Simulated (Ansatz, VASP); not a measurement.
## LiH: VASP beside Ansatz

```
Li H
1.0
    -0.04065    2.01218    2.01218
     2.01218   -0.04065    2.01218
     2.01218    2.01218   -0.04065
Li H
1 1
Direct
  0.00000 0.00000 0.00000
  0.50000 0.50000 0.50000
```

Change from the starting cell: equal xy, yz and zx shear strains of -2 %, crystal datasets.

Alike in both runs: task electric field gradients; functional LDA; k mesh 11 × 11 × 11; occupations fermi-dirac, width 0.03 eV; no spin polarisation.

|  | VASP | Ansatz |
| --- | --- | --- |
| version | VASP 6.6.1 | Ansatz 0.2.0 |
| potentials or method | VASP PAW LDA potentials, release 64 (Li_sv, H), cutoff 520 eV | all-electron PAW with datasets made for the crystal, scalar-relativistic |

```csv
,VASP,Ansatz,Ansatz less VASP
gap on the k mesh at the Fermi level (eV),2.82,2.83,+0.009
size of Vzz on the site where it differs most (V/Å²),0.1,0.1,+0.02
```

LDA's correlation is that of Perdew and Zunger in VASP and of Perdew and Wang (1992) in Ansatz. Ansatz ran all-electron here, and VASP with PAW potentials.

Noted on VASP's run: the cutoff is short for stress, so the pressure is rough.
